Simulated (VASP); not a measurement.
# W12O in VASP: further runs, part 2 of 2

VASP 6.6.1. The steps go on from the part before.

## (3) Single point, PBE

File INCAR:

```
SYSTEM = W12O
  ALGO = Normal
  DIPOL = 0.5 0.5 0.312
  EDIFF = 1E-7
  ENCUT = 520
  GGA = PE
  IDIPOL = 3
  ISIF = 2
  ISMEAR = 0
  LASPH = .TRUE.
  LCHARG = .TRUE.
  LDIPOL = .TRUE.
  LELF = .TRUE.
  LREAL = .FALSE.
  LVACPOTAV = .TRUE.
  LVHAR = .TRUE.
  LWAVE = .FALSE.
  NBANDS = 99
  NELM = 80
  PREC = Accurate
  SIGMA = 0.1
```

File KPOINTS:

```
k-points
0
G
  5 5 1
  0 0 0
```

File POSCAR:

```
W12O
1.0
    5.5140853207      0.0000000000      0.0000000000
   -1.8380284402      5.1987294965      0.0000000000
    0.0000000000      0.0000000000     21.3560050645
W O
12 1
Direct
    0.2500000000      0.2500000000      0.1873009483
    0.2500000000      0.7500000000      0.1873009483
    0.7500000000      0.2500000000      0.1873009483
    0.7500000000      0.7500000000      0.1873009483
    0.0000000000      0.0000000000      0.2892877541
    0.0000000000      0.5000000000      0.2892877541
    0.5000000000      0.0000000000      0.2892877541
    0.5000000000      0.5000000000      0.2892877541
    0.2500000000      0.2500000000      0.3912719181
    0.2500000000      0.7500000000      0.3912719181
    0.7500000000      0.2500000000      0.3912719181
    0.7500000000      0.7500000000      0.3912719181
    0.5000000000      0.5000000000      0.5799776235
```

Potentials or basis: VASP PAW PBE potentials, release 64 (W_sv, O).

Started as:

```bash
cat potpaw_PBE.64/W_sv/POTCAR potpaw_PBE.64/O/POTCAR > POTCAR
mpirun -np 1 vasp_std > vasp.out
```

OUTCAR:

```text
SYSTEM = W12O
   EDIFF = 1E-7
   ENCUT = 520
   GGA = PE
   ISIF = 2
   ISMEAR = 0
   LASPH = .TRUE.
   LREAL = .FALSE.
   NELM = 80
   PREC = Accurate

 ion  position               nearest neighbor table
   1  0.250  0.250  0.187-   5 2.70   8 2.70   3 2.76   3 2.76   2 2.76   2 2.76   7 3.13   6 3.13
                             4 3.18   4 3.18
   2  0.250  0.750  0.187-   6 2.70   7 2.70   4 2.76   4 2.76   1 2.76   1 2.76   5 3.13   8 3.13
                             3 3.18   3 3.18
   3  0.750  0.250  0.187-   6 2.70   7 2.70   1 2.76   1 2.76   4 2.76   4 2.76   5 3.13   8 3.13
                             2 3.18   2 3.18
   4  0.750  0.750  0.187-   5 2.70   8 2.70   2 2.76   2 2.76   3 2.76   3 2.76   7 3.13   6 3.13
                             1 3.18   1 3.18
   5  0.000  0.000  0.289-   9 2.70  12 2.70   1 2.70   4 2.70   7 2.76   7 2.76   6 2.76   6 2.76
                            11 3.13  10 3.13   3 3.13   2 3.13   8 3.18   8 3.18
   6  0.000  0.500  0.289-  10 2.70  11 2.70   2 2.70   3 2.70   8 2.76   8 2.76   5 2.76   5 2.76
                             9 3.13  12 3.13   1 3.13   4 3.13   7 3.18   7 3.18
   7  0.500  0.000  0.289-  10 2.70  11 2.70   2 2.70   3 2.70   5 2.76   5 2.76   8 2.76   8 2.76
[... 1137 lines left out ...]
  Direction    XX          YY          ZZ          XY          YZ          ZX
  --------------------------------------------------------------------------------------
  -------------------------------------------------------------------------------------
  Total      -11.6275454    -14.5306362     -1.7290961     -4.1055903      0.0000000      0.0000000
  in kB      -30.4304174    -38.0280883     -4.5252128    -10.7447291      0.0000000      0.0000000
  external PRESSURE =     -24.3279062 kB  Pullay stress =       0.0000000 kB

 VOLUME and BASIS-vectors are now :
 -----------------------------------------------------------------------------
  energy-cutoff  :      520.00
  volume of cell :      612.20
      direct lattice vectors                 reciprocal lattice vectors
     5.514085321  0.000000000  0.000000000     0.181353741  0.064118230  0.000000000
    -1.838028440  5.198729497  0.000000000     0.000000000  0.192354690  0.000000000
     0.000000000  0.000000000 21.356005064     0.000000000  0.000000000  0.046825237

 POSITION                                       TOTAL-FORCE (eV/Angst)
 -----------------------------------------------------------------------------------
      0.91901      1.29968      4.00000        -0.002328     -0.003293     -0.053303
      0.00000      3.89905      4.00000        -0.007772      0.005495     -0.064450
      3.67606      1.29968      4.00000         0.007772     -0.005495     -0.064450
      2.75704      3.89905      4.00000         0.002328      0.003293     -0.053303
      0.00000      0.00000      6.17803        -0.000000      0.000000      0.035952
     -0.91901      2.59936      6.17803        -0.000000      0.000000      0.047468
      2.75704      0.00000      6.17803        -0.000000      0.000000      0.047468
      1.83803      2.59936      6.17803        -0.000000      0.000000      0.046480
      0.91901      1.29968      8.35601         0.030619      0.043302      0.190694
      0.00000      3.89905      8.35601         0.004053     -0.002866      0.118546
      3.67606      1.29968      8.35601        -0.004053      0.002866      0.118546
      2.75704      3.89905      8.35601        -0.030619     -0.043302      0.190694
      1.83803      2.59936     12.38601        -0.000000      0.000000     -0.560341
 -----------------------------------------------------------------------------------
    total drift:                               -0.000000     -0.000000     -0.000360

  FREE ENERGIE OF THE ION-ELECTRON SYSTEM (eV)
  ---------------------------------------------------
  free  energy   TOTEN  =      -144.3099708450 eV

  energy  without entropy=     -144.1326898871  energy(sigma->0) =     -144.22133037

 vacuum level on the upper side and lower side of the slab         7.644         4.293
```

It took 81 min on 1 thread of Intel Xeon 8259CL, shared host; peak memory 0.83 GiB.

Results:

| Quantity | Value |
| --- | --- |
| Free energy | -144.3100 eV |
| Largest force | 0.560 eV/Å |
| Band gap on the k mesh | zero (bands 87 and 88 overlap by 0.98 eV) |

Forces in eV/Å, atoms in the order of the input:
```
W   -0.002 -0.003 -0.053
W   -0.008  0.005 -0.064
W    0.008 -0.005 -0.064
W    0.002  0.003 -0.053
W    0.000  0.000  0.036
W    0.000  0.000  0.047
W    0.000  0.000  0.047
W    0.000  0.000  0.046
W    0.031  0.043  0.191
W    0.004 -0.003  0.119
W   -0.004  0.003  0.119
W   -0.031 -0.043  0.191
O    0.000  0.000 -0.560
```

Levels at points of the mesh, in eV from the Fermi level:
```
           k point  band 85  band 86  band 87  band 88  band 89  band 90
(0.00, 0.00, 0.00)     0.10     0.43     0.76     0.99     1.43     1.44
```

Caveat: spin-orbit coupling is left out, which moves the levels of the heavy elements.
